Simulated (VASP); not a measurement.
# Ti (P6/mmm) in VASP: notebook, part 2 of 2

VASP 6.6.1. Earlier steps stand in the parts before.

### Step 4. Single point, PBEsol (strain -0.050 along x and y, +0.025 along z)

INCAR reads:

```
PREC = Accurate ; ENCUT = 520
EDIFF = 1E-6 ; ISMEAR = 0
SIGMA = 0.15 ; LREAL = False
LASPH = True ; NELM = 80
ALGO = Fast ; ISIF = 2
LWAVE = False ; LCHARG = False
GGA = PS ; NBANDS = 25
```

KPOINTS reads:

```
Automatic mesh
0
Gamma
  12 12 18
```

POSCAR reads:

```
Ti
1.0
    4.2895255605      0.0000000000      0.0000000000
   -2.1447627802      3.7148381056      0.0000000000
    0.0000000000      0.0000000000      2.8687634958
Ti
3
Direct
    0.0000000000      0.0000000000      0.0000000000
    0.3333333333      0.6666666667      0.5000000000
    0.6666666667      0.3333333333      0.5000000000
```

Launch:

```
cat potpaw_PBE.64/Ti_sv/POTCAR > POTCAR
mpirun -np 1 vasp_std > vasp.out
```

Run time: 3.9 min. Hardware: 1 thread of Intel Xeon 6975P-C (Granite Rapids), shared host; peak memory 0.28 GiB.

The run converged. Its results:

| Item | Value |
| --- | --- |
| Free energy | -24.8603 eV |
| Pressure | 9.4 GPa |
| Band gap on the k mesh | zero (bands 18 and 19 overlap by 0.68 eV) |

Stress tensor (GPa, compression positive):
```
14.26  0.00  0.00
 0.00 14.26  0.00
 0.00  0.00 -0.33
```

Levels at points of the mesh, in eV from the Fermi level:
```csv
k point,band 14,band 15,band 16,band 17,band 18,band 19,band 20,band 21,band 22,band 23
"(0.00, 0.00, 0.00)",-2.47,-0.64,-0.64,-0.53,-0.53,0.41,1.18,1.48,1.50,1.51
"(0.50, 0.00, 0.00)",-3.48,-2.95,-0.59,-0.36,-0.32,0.16,0.40,0.97,1.61,1.73
"(0.00, 0.00, 0.50)",-2.53,-2.53,-2.12,-1.95,-1.95,1.33,1.33,1.43,1.43,3.43
"(0.50, 0.00, 0.50)",-2.33,-1.93,-1.46,-1.13,-0.78,0.36,0.73,1.11,1.17,2.51
```

Caveat: the cell differs from its parent crystal (strain -0.050 along x and y, +0.025 along z); the cell stands under pressure; the PAW data sets were made with another functional, which shifts forces and pressure a little.

### Step 5. Single point, PBEsol (strain -0.025 along x and y, -0.025 along z)

INCAR reads:

```
SYSTEM = Ti
  PREC = Accurate
  ENCUT = 520
  EDIFF = 1E-6
  ISMEAR = 0
  SIGMA = 0.15
  LREAL = .False.
  LASPH = .True.
  NELM = 100
  ALGO = Fast
  ISIF = 2
  LWAVE = .False.
  LCHARG = .False.
  GGA = PS
  NBANDS = 25
```

KPOINTS reads:

```
Automatic mesh
0
Gamma
  12 12 18
  0 0 0
```

POSCAR reads:

```
Ti
1.0
    4.4024078121      0.0000000000      0.0000000000
   -2.2012039060      3.8125970031      0.0000000000
    0.0000000000      0.0000000000      2.7288238130
Ti
3
Direct
    0.0000000000      0.0000000000      0.0000000000
    0.3333333333      0.6666666667      0.5000000000
    0.6666666667      0.3333333333      0.5000000000
```

Potentials or basis: VASP PAW PBE potentials, release 64 (Ti_sv).

Launch:

```
cat potpaw_PBE.64/Ti_sv/POTCAR > POTCAR
mpirun -np 1 vasp_std > vasp.out
```

OUTCAR:

```text
SYSTEM = Ti
   PREC = Accurate
   ENCUT = 520
   EDIFF = 1E-6
   ISMEAR = 0
   LREAL = .False.
   LASPH = .True.
   NELM = 100
   ISIF = 2
   GGA = PS

 ion  position               nearest neighbor table
   1  0.000  0.000  0.000-   2 2.88   3 2.88   2 2.88   3 2.88   2 2.88   2 2.88   3 2.88   3 2.88
                             3 2.88   3 2.88   2 2.88   2 2.88
   2  0.333  0.667  0.500-   3 2.54   3 2.54   3 2.54   1 2.88   1 2.88   1 2.88   1 2.88   1 2.88
                             1 2.88
   3  0.667  0.333  0.500-   2 2.54   2 2.54   2 2.54   1 2.88   1 2.88   1 2.88   1 2.88   1 2.88
                             1 2.88

  LATTYP: Found a hexagonal cell.
 ALAT       =     4.4024078121
 C/A-ratio  =     0.6198480308

  Lattice vectors:

 A1 = (   4.4024078121,   0.0000000000,   0.0000000000)
 A2 = (  -2.2012039060,   3.8125970031,   0.0000000000)
 A3 = (   0.0000000000,   0.0000000000,   2.7288238130)

Analysis of symmetry for initial positions (statically):
=====================================================================
 Subroutine PRICEL returns:
 Original cell was already a primitive cell.

 Routine SETGRP: Setting up the symmetry group for a
 hexagonal supercell.

[... 170 lines left out ...]
 E-fermi :   9.5113     XC(G=0): -12.2662

 val. band max:        9.5035893669   @ k =   0.2500   0.2500   0.3333
 cond. band min:       9.5140411655   @ k =   0.0000   0.0000   0.0000
 fundamental gap:      0.0104517986
 Fermi energy:         9.5112926738

 k-point     1 :       0.0000    0.0000    0.0000
  band No.  band energies     occupation
      1     -46.9242      2.00000
      2     -46.6634      2.00000
      3     -46.4314      2.00000
      4     -23.3798      2.00000
      5     -23.3798      2.00000
      6     -23.3604      2.00000
[... 661 lines left out ...]
     24      11.8816      0.00000
     25      12.5245      0.00000

 [... further k-points ...]

------------------------ aborting loop because EDIFF is reached ----------------------------------------

  FORCE on cell =-STRESS in cart. coord.  units (eV):
  Direction    XX          YY          ZZ          XY          YZ          ZX
  --------------------------------------------------------------------------------------
  -------------------------------------------------------------------------------------
  Total        2.7443811      2.7443811      2.9697148      0.0000000      0.0000000      0.0000000
  in kB       95.9993594     95.9993594    103.8816078      0.0000000      0.0000000      0.0000000
  external PRESSURE =      98.6267755 kB  Pullay stress =       0.0000000 kB

 VOLUME and BASIS-vectors are now :
 -----------------------------------------------------------------------------
  energy-cutoff  :      520.00
  volume of cell :       45.80
      direct lattice vectors                 reciprocal lattice vectors
     4.402407812  0.000000000  0.000000000     0.227148425  0.131144204  0.000000000
    -2.201203906  3.812597003  0.000000000     0.000000000  0.262288408  0.000000000
     0.000000000  0.000000000  2.728823813     0.000000000  0.000000000  0.366458250

 POSITION                                       TOTAL-FORCE (eV/Angst)
 -----------------------------------------------------------------------------------
      0.00000      0.00000      0.00000        -0.000000      0.000000      0.000000
     -0.00000      2.54173      1.36441        -0.000000      0.000000     -0.000000
      2.20120      1.27087      1.36441         0.000000      0.000000      0.000000
 -----------------------------------------------------------------------------------
    total drift:                                0.000000      0.000000     -0.000000

  FREE ENERGIE OF THE ION-ELECTRON SYSTEM (eV)
  ---------------------------------------------------
  free  energy   TOTEN  =       -24.9694835426 eV

  energy  without entropy=      -24.9388874144  energy(sigma->0) =      -24.95418548
```

OSZICAR:

```text
N       E                     dE             d eps       ncg     rms          rms(c)
DAV:   1     0.431301775395E+03    0.43130E+03   -0.18622E+04  9508   0.184E+03
DAV:   2     0.211114538796E+02   -0.41019E+03   -0.40313E+03  9597   0.522E+02
DAV:   3    -0.245229474750E+02   -0.45634E+02   -0.44407E+02 17350   0.149E+02
DAV:   4    -0.278111560745E+02   -0.32882E+01   -0.32714E+01 13225   0.376E+01
[... 37 lines left out ...]
RMM:  42    -0.249694851307E+02   -0.29420E-06   -0.17395E-05  8184   0.224E-02    0.197E-02
RMM:  43    -0.249694854366E+02   -0.30592E-06   -0.15852E-05  8832   0.195E-02    0.201E-02
RMM:  44    -0.249694849226E+02    0.51402E-06   -0.11050E-05  6960   0.141E-02    0.186E-02
RMM:  45    -0.249694842727E+02    0.64988E-06   -0.11344E-05  7881   0.146E-02    0.160E-02
RMM:  46    -0.249694835426E+02    0.73011E-06   -0.92301E-06  7573   0.132E-02
   1 F= -.24969484E+02 E0= -.24954185E+02  d E =-.305961E-01
```

stdout:

```text
POSCAR found type information on POSCAR Ti
 POSCAR found :  1 types and       3 ions
 scaLAPACK will be used
 -----------------------------------------------------------------------------
|                                                                             |
|                                                                             |
|     You enforced a specific xc type in the INCAR file but a different       |
[... 38 lines left out ...]
WARNING in EDDRMM: call to ZHEGV failed, returncode =   6  3     22
WARNING in EDDRMM: call to ZHEGV failed, returncode =   6  3     14
WARNING in EDDRMM: call to ZHEGV failed, returncode =   8  4     24
WARNING in EDDRMM: call to ZHEGV failed, returncode =   6  3      4
WARNING in EDDRMM: call to ZHEGV failed, returncode =   6  3     18
WARNING in EDDRMM: call to ZHEGV failed, returncode =   6  3      4
WARNING in EDDRMM: call to ZHEGV failed, returncode =   8  4     22
```

Wall time 5 min (1 thread of Intel Xeon 6975P-C (Granite Rapids), shared host); peak memory 0.28 GiB.

Results:

```yaml
Free_energy: -24.9695 eV
Pressure: 9.9 GPa
Band_gap_on_the_k_mesh: zero (bands 18 and 19 overlap by 0.43 eV)
```

Caveat: the cell differs from its parent crystal (strain -0.025 along x and y, -0.025 along z); the cell stands under pressure; the PAW data sets were made with another functional, which shifts forces and pressure a little.

### Step 6. Single point, PBEsol (strain -0.050 along x and y, +0.050 along z)

INCAR reads:

```
  PREC = Accurate
  ENCUT = 520
  EDIFF = 1E-6
  ISMEAR = 0
  SIGMA = 0.15
  LREAL = False
  LASPH = True
  NELM = 80
  ALGO = Fast
  ISIF = 2
  LWAVE = False
  LCHARG = False
  GGA = PS
  NBANDS = 25
```

KPOINTS reads:

```
Automatic mesh
0
Gamma
  12 12 18
```

POSCAR reads:

```
Ti
1.0
    4.2895255605      0.0000000000      0.0000000000
   -2.1447627802      3.7148381056      0.0000000000
    0.0000000000      0.0000000000      2.9387333371
Ti
3
Direct
    0.0000000000      0.0000000000      0.0000000000
    0.3333333333      0.6666666667      0.5000000000
    0.6666666667      0.3333333333      0.5000000000
```

Potentials or basis: VASP PAW PBE potentials, release 64 (Ti_sv).

Launch:

```
cat potpaw_PBE.64/Ti_sv/POTCAR > POTCAR
mpirun -np 1 vasp_std > vasp.out
```

Wall time 4.7 min (1 thread of Intel Xeon 6975P-C (Granite Rapids), shared host); peak memory 0.28 GiB.

Results (log left out):

| Property | Result |
| --- | --- |
| Free energy | -24.8421 eV |
| Pressure | 6.4 GPa |
| Band gap on the k mesh | zero (bands 18 and 19 overlap by 0.71 eV) |

Stress tensor (GPa, compression positive):
```
12.41  0.00  0.00
 0.00 12.41  0.00
 0.00  0.00 -5.57
```

Levels at points of the mesh, in eV from the Fermi level:
| k point | band 16 | band 17 | band 18 | band 19 | band 20 | band 21 |
| --- | --- | --- | --- | --- | --- | --- |
| (0.00, 0.00, 0.00) | -0.60 | -0.49 | -0.49 | 0.54 | 1.29 | 1.35 |
| (0.50, 0.00, 0.00) | -0.57 | -0.27 | -0.26 | 0.21 | 0.23 | 1.05 |
| (0.00, 0.00, 0.50) | -2.23 | -1.88 | -1.88 | 1.28 | 1.28 | 1.50 |
| (0.50, 0.00, 0.50) | -1.40 | -1.21 | -0.80 | 0.40 | 0.69 | 0.99 |

Caveat: the cell differs from its parent crystal (strain -0.050 along x and y, +0.050 along z); the cell stands under pressure; the PAW data sets were made with another functional, which shifts forces and pressure a little.

### Step 7. Overview

| cell | gap on the mesh (eV) | pressure (GPa) |
| --- | --- | --- |
| a = 4.290, b = 4.290, c = 2.729 Å, angles 90.0, 90.0, 120.0°, 3 atoms | none | 17.9 |
| a = 4.290, b = 4.290, c = 2.799 Å, angles 90.0, 90.0, 120.0°, 3 atoms | none | 13.7 |
| a = 4.290, b = 4.290, c = 2.869 Å, angles 90.0, 90.0, 120.0°, 3 atoms | none | 9.4 |
| a = 4.402, b = 4.402, c = 2.729 Å, angles 90.0, 90.0, 120.0°, 3 atoms | none | 9.9 |
| a = 4.290, b = 4.290, c = 2.939 Å, angles 90.0, 90.0, 120.0°, 3 atoms | none | 6.4 |

Alike in all rows: task single point; level PBEsol; potentials or basis VASP PAW PBE potentials, release 64 (Ti_sv); no spin polarisation; k mesh 12 × 12 × 18; cutoff (eV) 520; smearing gaussian 0.15 eV.

Caveats: the cell stands under pressure; the PAW data sets were made with another functional, which shifts forces and pressure a little.

Absolute energies hang on the potentials; compare differences alone.
